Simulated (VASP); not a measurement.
## TaN: single point with PBEsol

The system is TaN.

```xyz
2
Lattice="0.0000 2.2113 2.2113 2.2113 0.0000 2.2113 2.2113 2.2113 0.0000" Properties=species:S:1:pos:R:3 pbc="T T T"
Ta    2.2113    2.2113    2.2113
N     0.0000    0.0000    0.0000
```

- Program: VASP 6.6.1
- Task: single point
- Functional: PBEsol
- Potentials or basis: VASP PAW PBE potentials, release 64 (Ta_sv_GW, N)
- Cutoff: 700 eV
- k mesh: 7 × 7 × 7
- Occupations: fermi-dirac, width 0.05 eV
- Spin: non-collinear spin, zero start, spin-orbit coupling
- Starting moments: [[0.0, 0.0, 0.0], [0.0, 0.0, 0.0]] μB

```
Pressure                                              : -10.5 GPa
Net moment                                            : 0.00 μB per cell
Valence electrons inside the program's atomic spheres : Ta 11.62; N 3.71
```

Moments on the atoms (μB; x, y, z):
```
Ta  0.00 0.00 0.00
N   0.00 0.00 0.00
```

Wall time 70 s on 1 thread of Intel(R) Xeon(R) Platinum 8259CL CPU @ 2.50GHz (Skylake/Cascade Lake) (shared host), peak memory 0.27 GiB.

Caveat: the cell stands under tension; the PAW data sets were made with another functional, which shifts forces and pressure a little.
